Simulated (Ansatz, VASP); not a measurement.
# Two plane-wave programs on HfN

```
Hf N
1.0
     2.97644    0.00000    0.00000
    -1.48822    2.57768    0.00000
     0.00000    0.00000    2.92420
Hf N
1 1
Direct
  0.33333 0.66667 0.50000
  0.00000 0.00000 0.00000
```

Alike in both runs: task single point; functional r2SCAN; k mesh 6 × 6 × 6; occupations gaussian, width 0.1 eV; no spin polarisation.

|  | VASP | Ansatz |
| --- | --- | --- |
| version | VASP 6.6.1 | Ansatz 0.2.0 |
| potentials or method | VASP PAW PBE potentials, release 64 (Hf_pv, N), cutoff 520 eV | scalar-relativistic, plane waves, PAW |
| valence electrons in the cell | 15 | 31 |

Ansatz gave:

```
gap on the k mesh at the Fermi level (eV)                     : none
pressure (GPa)                                                : 15.9
traceless stress, the component that is largest in VASP (GPa) : -18.35
```

Question: Which values does VASP return?

Answer: gap on the k mesh at the Fermi level (eV): none; pressure (GPa): 13.7; traceless stress, the component that is largest in VASP (GPa): -18.75.

VASP's potentials were made for PBE, not for r2SCAN. A gap of «none» marks a metal or a gap that the smearing closes. VASP's potentials hold 15 valence electrons a cell and Ansatz's 31, so a difference there can come from the potentials and not from the codes.

The k mesh is coarse, so the values compare programs but aren't converged. Spin-orbit coupling is off throughout.
